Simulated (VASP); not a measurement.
Ca:

```xyz
3
Lattice="-3.5297 3.5297 2.8838 3.5297 -3.5297 2.8838 3.5297 3.5297 -2.8838" Properties=species:S:1:pos:R:3 pbc="T T T"
Ca    0.0000    3.5297    1.4419
Ca    3.5297    0.0000    1.4419
Ca    0.0000    0.0000    0.0000
```

The cell was built from a structure type or drawn by symmetry, and may not be a known phase.

- Program: VASP 6.6.1
- Task: relaxation of cell and atoms
- Functional: PBE
- Potentials or basis: VASP PAW PBE potentials, release 64 (Ca_sv)
- Cutoff: 600 eV
- k mesh: 4 × 4 × 4
- Occupations: gaussian, width 0.1 eV
- Spin: no spin polarisation

At the start: pressure 1.8 GPa; volume 47.91 Å³/atom.

Task: Where does the relaxation end?

Result: Over 11 steps the energy falls by 406.2 meV/atom and the volume is 52.69 Å³/atom (+10.0 %); space group I4/mmm (No. 139, to 0.1 Å) before and after.

The path:
```tsv
step	energy change (eV)	largest force (eV/Å)	pressure (GPa)	volume (Å³)
1	0.0000	0.0000	1.84	143.72
2	-0.7795	0.0000	0.80	154.27
3	-1.0714	0.0000	0.05	162.21
4	-1.1695	0.0000	-0.92	174.38
5	-1.1752	0.0000	-0.79	172.03
6	-1.1733	0.0000	-0.70	170.64
7	-1.2042	0.0000	-0.26	162.61
8	-1.2102	0.0000	0.09	157.57
9	-1.2102	0.0000	0.12	157.31
10	-1.2135	0.0000	0.10	157.53
11	-1.2187	0.0000	0.03	158.06
```

Final structure:
```
Ca
1.0
    -3.08478    3.08478    4.15253
     3.08478   -3.08478    4.15253
     3.08478    3.08478   -4.15253
Ca
3
Cartesian
  0.0000 3.0848 2.0763
  3.0848 0.0000 2.0763
  3.0848 3.0848 -4.1525
```
